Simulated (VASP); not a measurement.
# TaRe (Cmmm) in VASP: further runs

The runs below take TaRe through single point, with LDA.

Everything below comes from runs of VASP 6.6.1. Logs are shortened: lines on timing, memory, paths and dates and some standing lists are left out, and cuts for length are marked.

**1. The cell of the first run**

Symmetry: Cmmm, No. 65, orthorhombic system. Conventional cell: a = 3.152 Å, b = 4.520 Å, c = 4.387 Å, α = 90.00°, β = 90.00°, γ = 90.00°. Ta (site symmetry mmm) has 8 Re at 2.70 to 3.15 Å and 6 Ta at 2.76 to 3.15 Å within 3.6 Å. Within 3.6 Å of Re (site symmetry mmm) lie 8 Ta at 2.70 to 3.15 Å and 6 Re at 2.76 to 3.15 Å.

**2. Single point, LDA**

Contents of INCAR:

```
SYSTEM = TaRe
  ALGO = Normal
  EDIFF = 1E-6
  ENCUT = 500
  GGA_COMPAT = .FALSE.
  ISIF = 2
  ISMEAR = 0
  LASPH = .TRUE.
  LCHARG = .FALSE.
  LREAL = .FALSE.
  LWAVE = .FALSE.
  NBANDS = 21
  NELM = 120
  PREC = Accurate
  SIGMA = 0.05
```

Contents of KPOINTS:

```
k-points
0
G
  8 8 5
  0 0 0
```

Contents of POSCAR:

```
TaRe
1.0
    1.5759334842     -2.2600690609      0.0000000000
    1.5759334842      2.2600690609      0.0000000000
    0.0000000000      0.0000000000      4.3873072846
Ta Re
1 1
Direct
    0.5000000000      0.5000000000      0.5000000000
    0.0000000000      0.0000000000      0.0000000000
```

Potentials or basis: VASP PAW LDA potentials, release 64 (Ta_sv_GW, Re_sv_GW).

Launch:

```console
cat potpaw_LDA.64/Ta_sv_GW/POTCAR potpaw_LDA.64/Re_sv_GW/POTCAR > POTCAR
mpirun -np 1 vasp_std > vasp.out
```

OUTCAR:

```text
SYSTEM = TaRe
   EDIFF = 1E-6
   ENCUT = 500
   ISIF = 2
   ISMEAR = 0
   LASPH = .TRUE.
   LREAL = .FALSE.
   NELM = 120
   PREC = Accurate

 ion  position               nearest neighbor table
   1  0.500  0.500  0.500-   2 2.70   2 2.70   2 2.70   2 2.70   2 3.15   2 3.15   2 3.15   2 3.15

   2  0.000  0.000  0.000-   1 2.70   1 2.70   1 2.70   1 2.70   1 3.15   1 3.15   1 3.15   1 3.15

  LATTYP: Found a base centered orthorhombic cell.
 ALAT       =     3.1518669684
 B/A-ratio  =     1.4341145001
 C/A-ratio  =     1.3919709584

  Lattice vectors:

 A1 = (   1.5759334842,  -2.2600690609,   0.0000000000)
 A2 = (   1.5759334842,   2.2600690609,   0.0000000000)
 A3 = (   0.0000000000,   0.0000000000,   4.3873072846)

Analysis of symmetry for initial positions (statically):
=====================================================================
 Subroutine PRICEL returns:
 Original cell was already a primitive cell.

 Routine SETGRP: Setting up the symmetry group for a
 base centered orthorhombic supercell.

 Subroutine GETGRP returns: Found  8 space group operations
 (whereof  8 operations were pure point group operations)
 out of a pool of  8 trial point group operations.

The static configuration has the point symmetry D_2h.

Analysis of symmetry for dynamics (positions and initial velocities):
=====================================================================
 Subroutine PRICEL returns:
 Original cell was already a primitive cell.

 Routine SETGRP: Setting up the symmetry group for a
 base centered orthorhombic supercell.

 Subroutine GETGRP returns: Found  8 space group operations
 (whereof  8 operations were pure point group operations)
 out of a pool of  8 trial point group operations.

The dynamic configuration has the point symmetry D_2h.

 Subroutine INISYM returns: Found  8 space group operations
 (whereof  8 operations are pure point group operations),
 and found     1 'primitive' translations

----------------------------------------------------------------------------------------

                                     Primitive cell

  volume of cell :      31.2527

  direct lattice vectors                    reciprocal lattice vectors
     1.575933484 -2.260069061  0.000000000     0.317272274 -0.221232178  0.000000000
     1.575933484  2.260069061  0.000000000     0.317272274  0.221232178  0.000000000
     0.000000000  0.000000000  4.387307285     0.000000000  0.000000000  0.227930239

  length of vectors
     2.755263782  2.755263782  4.387307285     0.386788537  0.386788537  0.227930239

  position of ions in fractional coordinates (direct lattice)
     0.500000000  0.500000000  0.500000000
     0.000000000  0.000000000  0.000000000

  ion indices of the primitive-cell ions
   primitive index   ion index
                 1           1
                 2           2

----------------------------------------------------------------------------------------

 KPOINTS: k-points

Automatic generation of k-mesh.
 Grid dimensions read from file:
 generate k-points for:    8    8    5

 Generating k-lattice:

  Cartesian coordinates                     Fractional coordinates (reciprocal lattice)
     0.039659034 -0.027654022  0.000000000     0.125000000 -0.000000000  0.000000000
     0.039659034  0.027654022  0.000000000    -0.000000000  0.125000000  0.000000000
     0.000000000  0.000000000  0.045586048     0.000000000  0.000000000  0.200000000

  Length of vectors
     0.048348567  0.048348567  0.045586048

  Shift w.r.t. Gamma in fractional coordinates (k-lattice)
     0.000000000  0.000000000  0.000000000

 Subroutine IBZKPT returns following result:
 ===========================================

 Found     63 irreducible k-points:

 Following reciprocal coordinates:
            Coordinates               Weight
  0.000000  0.000000  0.000000      1.000000
  0.125000  0.000000  0.000000      4.000000
  0.250000  0.000000  0.000000      4.000000
  0.375000  0.000000  0.000000      4.000000
  0.500000  0.000000  0.000000      2.000000
  0.125000  0.125000  0.000000      2.000000
[... 16 lines left out ...]
  0.125000  0.000000  0.200000      8.000000
  0.250000  0.000000  0.200000      8.000000
 [... further k-points ...]
   k-points           NKPTS =     63   k-points in BZ     NKDIM =     63   number of bands    NBANDS=     21
   number of dos      NEDOS =    301   number of ions     NIONS =      2
   total plane-waves  NPLWV =  12800
   dimension x,y,z NGX =    20 NGY =   20 NGZ =   32
   dimension x,y,z NGXF=    40 NGYF=   40 NGZF=   64
   ions per type =               1   1
   NGX,Y,Z   is equivalent  to a cutoff of  12.07, 12.07, 12.13 a.u.
   NGXF,Y,Z  is equivalent  to a cutoff of  24.14, 24.14, 24.25 a.u.
 SYSTEM =  TaRe
   PREC   = accura    normal or accurate (medium, high low for compatibility)
   ISTART =      0    job   : 0-new  1-cont  2-samecut
   ICHARG =      2    charge: 1-file 2-atom 10-const
   ISPIN  =      1    spin polarized calculation?
   LNONCOLLINEAR =      F non collinear calculations
   LSORBIT =      F    spin-orbit coupling
   LASPH  =      T    aspherical Exc in radial PAW
   ENCUT  =  500.0 eV  36.75 Ry    6.06 a.u.   5.02  5.02  8.00*2*pi/ulx,y,z
   NELM   =    120;   NELMIN=  2; NELMDL= -5     # of ELM steps
   EDIFF  = 0.1E-05   stopping-criterion for ELM
   LREAL  =      F    real-space projection
   EDIFFG = 0.1E-04   stopping-criterion for IOM
   NSW    =      0    number of steps for IOM
   IBRION =     -1    ionic relax: 0-MD 1-quasi-New 2-CG
   NFREE  =      0    steps in history (QN), initial steepest desc. (CG)
   ISIF   =      2    stress and relaxation
   ISYM   =      2    0-nonsym 1-usesym 2-fastsym
   POTIM  = 0.5000    time-step for ionic-motion
   TEBEG  =    0.0;   TEEND  =   0.0 temperature during run
   PSTRESS=    0.0 pullay stress
   NELECT =      28.0000    total number of electrons
   NUPDOWN=      -1.0000    fix difference up-down
   EMIN   =  10.00;   EMAX   =-10.00  energy-range for DOS
   EFERMI =   0.00;   METHOD = LEGACY
   ISMEAR =     0;   SIGMA  =   0.05  broadening in eV -4-tet -1-fermi 0-gaus
   EFERMI_NEDOS =   21; number of points for ismear=-14 and -15
   IALGO  =     38    algorithm
   IMIX   =      4    mixing-type and parameters
     AMIX     =   0.40;   BMIX     =  1.00
     AMIX_MAG =   1.60;   BMIX_MAG =  1.00
  volume/ion in A,a.u.               =      15.63       105.45
  Fermi-wavevector in a.u.,A,eV,Ry     =   1.578211  2.982386 33.888694  2.490749
  Thomas-Fermi vector in A             =   2.678776
   LORBIT       =      0    0 simple, 1 ext, 2 COOP (PROOUT), +10 PAW based schemes
   GGA     = CA    functional components
   LHFCALC =     F    Hartree Fock is set to
   AEXX    =    0.0000 exact exchange contribution
   IVDW    =     0    specifies the selected vdW correction
   LEPSILON=     F    determine dielectric tensor
   LRPA    =     F    only Hartree local field effects (RPA)
 non-spin polarized calculation
 Gauss-broadening in eV      SIGMA  =   0.05
  energy-cutoff  :      500.00
  volume of cell :       31.25
 maximum number of plane-waves:       810
   NGX = 11   NGY = 11   NGZ = 15

 number of electron      27.9999994 magnetization

 Free energy of the ion-electron system (eV)
  ---------------------------------------------------
  ext. energy  EPLUGINS =         0.00000000
  ---------------------------------------------------
  free energy    TOTEN  =       -31.07495775 eV

  energy without entropy =      -31.07351425  energy(sigma->0) =      -31.07423600

 E-fermi :  12.5497     XC(G=0): -14.0760

 val. band max:       12.5296381857   @ k =   0.3750   0.0000   0.4000
 cond. band min:      12.5546880550   @ k =   0.0000   0.0000   0.4000
 fundamental gap:      0.0250498693
 Fermi energy:        12.5497354685

 k-point     1 :       0.0000    0.0000    0.0000
  band No.  band energies     occupation
      1     -67.3087      2.00000
      2     -54.6470      2.00000
      3     -29.4201      2.00000
      4     -29.1704      2.00000
      5     -28.9701      2.00000
      6     -21.4723      2.00000
[... 13 lines left out ...]
     20      19.5132      0.00000
     21      24.1077      0.00000

 k-point     2 :       0.1250    0.0000    0.0000
  band No.  band energies     occupation
      1     -67.3022      2.00000
      2     -54.6329      2.00000
      3     -29.4020      2.00000
      4     -29.2322      2.00000
      5     -29.0178      2.00000
      6     -21.4633      2.00000
[... 13 lines left out ...]
     20      20.3615      0.00000
     21      23.6632      0.00000

 k-point     3 :       0.2500    0.0000    0.0000
  band No.  band energies     occupation
      1     -67.2862      2.00000
      2     -54.5986      2.00000
      3     -29.4406      2.00000
      4     -29.3573      2.00000
      5     -29.0657      2.00000
      6     -21.4412      2.00000
[... 13 lines left out ...]
     20      21.8455      0.00000
     21      22.6825      0.00000

 k-point     4 :       0.3750    0.0000    0.0000
  band No.  band energies     occupation
      1     -67.2702      2.00000
      2     -54.5642      2.00000
      3     -29.6692      2.00000
      4     -29.3121      2.00000
      5     -29.0863      2.00000
      6     -21.8638      2.00000
[... 13 lines left out ...]
     20      21.1953      0.00000
     21      23.4559      0.00000

 k-point     5 :       0.5000    0.0000    0.0000
  band No.  band energies     occupation
      1     -67.2635      2.00000
      2     -54.5498      2.00000
      3     -29.7642      2.00000
      4     -29.2931      2.00000
      5     -29.0925      2.00000
      6     -22.0348      2.00000
[... 13 lines left out ...]
     20      21.0637      0.00000
     21      23.2409      0.00000
[... 382 lines left out ...]
     20      21.1514      0.00000
     21      21.1735      0.00000

 k-point    22 :       0.0000    0.0000    0.2000
  band No.  band energies     occupation
      1     -67.3087      2.00000
      2     -54.6475      2.00000
      3     -29.4049      2.00000
      4     -29.1694      2.00000
      5     -28.9705      2.00000
      6     -21.5127      2.00000
[... 13 lines left out ...]
     20      18.1706      0.00000
     21      24.8543      0.00000

 k-point    23 :       0.1250    0.0000    0.2000
  band No.  band energies     occupation
      1     -67.3021      2.00000
      2     -54.6333      2.00000
      3     -29.3901      2.00000
      4     -29.2324      2.00000
      5     -29.0177      2.00000
      6     -21.4953      2.00000
[... 13 lines left out ...]
     20      19.0268      0.00000
     21      24.8793      0.00000

 k-point    24 :       0.2500    0.0000    0.2000
  band No.  band energies     occupation
      1     -67.2862      2.00000
      2     -54.5988      2.00000
      3     -29.4450      2.00000
      4     -29.3523      2.00000
      5     -29.0659      2.00000
      6     -21.4671      2.00000
[... 13 lines left out ...]
     20      20.8528      0.00000
     21      23.4279      0.00000

 [... further k-points ...]

------------------------ aborting loop because EDIFF is reached ----------------------------------------

  FORCE on cell =-STRESS in cart. coord.  units (eV):
  Direction    XX          YY          ZZ          XY          YZ          ZX
  --------------------------------------------------------------------------------------
  -------------------------------------------------------------------------------------
  Total       -0.4327623     -0.0182395      0.0044763     -0.0000000      0.0000000      0.0000000
  in kB      -22.1856595     -0.9350516      0.2294787     -0.0000000      0.0000000      0.0000000
  external PRESSURE =      -7.6304108 kB  Pullay stress =       0.0000000 kB

 VOLUME and BASIS-vectors are now :
 -----------------------------------------------------------------------------
  energy-cutoff  :      500.00
  volume of cell :       31.25
      direct lattice vectors                 reciprocal lattice vectors
     1.575933484 -2.260069061  0.000000000     0.317272274 -0.221232178  0.000000000
     1.575933484  2.260069061  0.000000000     0.317272274  0.221232178  0.000000000
     0.000000000  0.000000000  4.387307285     0.000000000  0.000000000  0.227930239

 POSITION                                       TOTAL-FORCE (eV/Angst)
 -----------------------------------------------------------------------------------
      1.57593      0.00000      2.19365         0.000000      0.000000      0.000000
      0.00000      0.00000      0.00000        -0.000000      0.000000      0.000000
 -----------------------------------------------------------------------------------
    total drift:                                0.000000      0.000000      0.000000

  FREE ENERGIE OF THE ION-ELECTRON SYSTEM (eV)
  ---------------------------------------------------
  free  energy   TOTEN  =       -31.0749577463 eV

  energy  without entropy=      -31.0735142481  energy(sigma->0) =      -31.07423600
```

It took 23 s on 1 thread of Intel Xeon Platinum 8375C at 2.90GHz (Ice Lake), shared host; peak memory 0.16 GiB.

Results:

```
Free energy            : -31.0750 eV
Pressure               : -0.8 GPa
Band gap on the k mesh : zero (band 14 reaches 14.93 eV, above the bottom of band 15 at 11.70 eV)
```

Stress tensor (GPa, compression positive):
```
-2.22  0.00  0.00
 0.00 -0.09  0.00
 0.00  0.00  0.02
```

Caveat: spin-orbit coupling is left out, which moves the levels of the heavy elements.

**3. Single point, LDA**

This run uses another cell than the first one, of 15.31 Å³/atom, 0.980 times its volume.

Contents of INCAR:

```
PREC = Accurate ; ENCUT = 500
EDIFF = 1E-6 ; ISMEAR = 0
SIGMA = 0.05 ; LREAL = F
LASPH = T ; NELM = 120
ALGO = Normal ; ISIF = 2
LWAVE = F ; LCHARG = F
GGA = CA ; NBANDS = 21
GGA_COMPAT = F
```

Contents of KPOINTS:

```
Automatic mesh
0
Gamma
  8 8 5
```

Contents of POSCAR:

```
TaRe
1.0
    1.5653564307     -2.2449003551      0.0000000000
    1.5653564307      2.2449003551      0.0000000000
    0.0000000000      0.0000000000      4.3578613821
Ta Re
1 1
Direct
    0.5000000000      0.5000000000      0.5000000000
    0.0000000000      0.0000000000      0.0000000000
```

Potentials or basis: VASP PAW LDA potentials, release 64 (Ta_sv_GW, Re_sv_GW).

Launch:

```console
cat potpaw_LDA.64/Ta_sv_GW/POTCAR potpaw_LDA.64/Re_sv_GW/POTCAR > POTCAR
mpirun -np 1 vasp_std > vasp.out
```

It took 21 s on 1 thread of Intel Xeon Platinum 8559C (Emerald Rapids), shared host; peak memory 0.16 GiB.

Results (log left out):

```
Free energy            : -31.0593 eV
Pressure               : 5.7 GPa
Band gap on the k mesh : zero (band 14 reaches 15.32 eV, above the bottom of band 15 at 12.00 eV)
```

Stress tensor (GPa, compression positive):
```
4.10 0.00 0.00
0.00 5.98 0.00
0.00 0.00 6.98
```

Levels at points of the mesh, in eV from the Fermi level:
```
           k point  band 12  band 13  band 14  band 15  band 16  band 17
(0.00, 0.00, 0.00)    -1.66    -1.35    -0.58     1.24     1.25     1.46
(0.50, 0.00, 0.00)    -2.59    -2.39    -1.75     0.55     1.76     3.20
(0.50, 0.50, 0.00)    -3.82     0.86     2.43     3.65     3.80     5.46
```

Caveat: spin-orbit coupling is left out, which moves the levels of the heavy elements.

**4. Single point, LDA**

Contents of INCAR:

```
PREC     = Accurate       # precision mode
ENCUT    = 500            # plane-wave cutoff, eV
EDIFF    = 1E-6           # SCF threshold, eV
ISMEAR   = 0              # smearing method
SIGMA    = 0.05           # smearing width, eV
LREAL    = False          # projectors in reciprocal space
LASPH    = True           # aspherical terms in the spheres
NELM     = 120            # most SCF steps
ALGO     = Normal         # electronic algorithm
ISIF     = 2              # what is computed and relaxed
LWAVE    = False          # write WAVECAR
LCHARG   = False          # write CHGCAR
GGA      = CA             # functional
NBANDS   = 21             # bands
GGA_COMPAT= False
```

Contents of KPOINTS:

```
regular mesh
0
Gamma
  8 8 5
```

Contents of POSCAR:

```
TaRe
1.0
    1.5759334842     -2.2600690609      0.0000000000
    1.5759334842      2.2600690609      0.0000000000
    0.0000000000      0.0000000000      4.3873072846
Ta Re
1 1
Direct
    0.5000000000      0.5000000000      0.5000000000
    0.0000000000      0.0000000000      0.0000000000
```

Launch:

```console
cat potpaw_LDA.64/Ta_sv_GW/POTCAR potpaw_LDA.64/Re_sv_GW/POTCAR > POTCAR
mpirun -np 1 vasp_std > vasp.out
```

Run time: 33 s. Hardware: 1 thread of Intel Xeon 6975P-C (Granite Rapids), shared host; peak memory 0.16 GiB.

The run converged. Its results:

* Free energy: -31.0750 eV
* Pressure: -0.8 GPa
* Band gap on the k mesh: zero (band 14 reaches 14.93 eV, above the bottom of band 15 at 11.70 eV)

Stress tensor (GPa, compression positive):
```
-2.22  0.00  0.00
 0.00 -0.09  0.00
 0.00  0.00  0.02
```

Levels at points of the mesh, in eV from the Fermi level:
```
           k point  band 11  band 12  band 13  band 14  band 15  band 16  band 17  band 18
(0.00, 0.00, 0.00)    -3.74    -1.60    -1.29    -0.53     1.23     1.23     1.40     3.51
(0.50, 0.00, 0.00)    -3.50    -2.50    -2.35    -1.69     0.55     1.71     3.17     4.90
(0.50, 0.50, 0.00)    -5.74    -3.70     0.80     2.38     3.58     3.70     5.33     5.93
```

Caveat: spin-orbit coupling is left out, which moves the levels of the heavy elements.
